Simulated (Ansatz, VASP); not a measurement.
TaN: VASP beside Ansatz

```
Ta N
1.0
     5.19100    0.00000    0.00000
    -2.59550    4.49554    0.00000
     0.00000    0.00000    2.90800
Ta N
3 3
Direct
  0.00000 0.00000 0.00000
  0.33333 0.66667 0.50000
  0.66667 0.33333 0.50000
  0.50000 0.00000 0.00000
  0.50000 0.50000 0.00000
  0.00000 0.50000 0.00000
```

Alike in both runs: task relaxation of cell and atoms; functional revPBE; dispersion D3(BJ); k mesh 5 × 5 × 8; no spin polarisation.

|  | VASP | Ansatz |
| --- | --- | --- |
| version | VASP 6.6.1 | Ansatz 0.2.0 |
| potentials or method | VASP PAW PBE potentials, release 64 (Ta_pv, N) | plane waves, PAW |
| plane-wave cutoff (eV) | 600 | 420 |
| occupations | methfessel-paxton of order 1, width 0.15 eV | cold, width 0.15 eV |
| valence electrons in the cell | 48 | 54 |

Ansatz gave:

```
relaxed volume (Å³/atom)                                     : 11.32
relaxed cell length with the largest relative difference (Å) : 2.913
```

Q: Which values does VASP return?

A: Relaxed volume (Å³/atom): 11.35; relaxed cell length with the largest relative difference (Å): 2.917.

VASP's potentials were made for PBE, not for revPBE. VASP's potentials hold 48 valence electrons a cell and Ansatz's 54, so a difference there can come from the potentials and not from the codes. Ansatz's warnings: structure snapped to symmetry.

Neither program's run includes spin-orbit coupling.
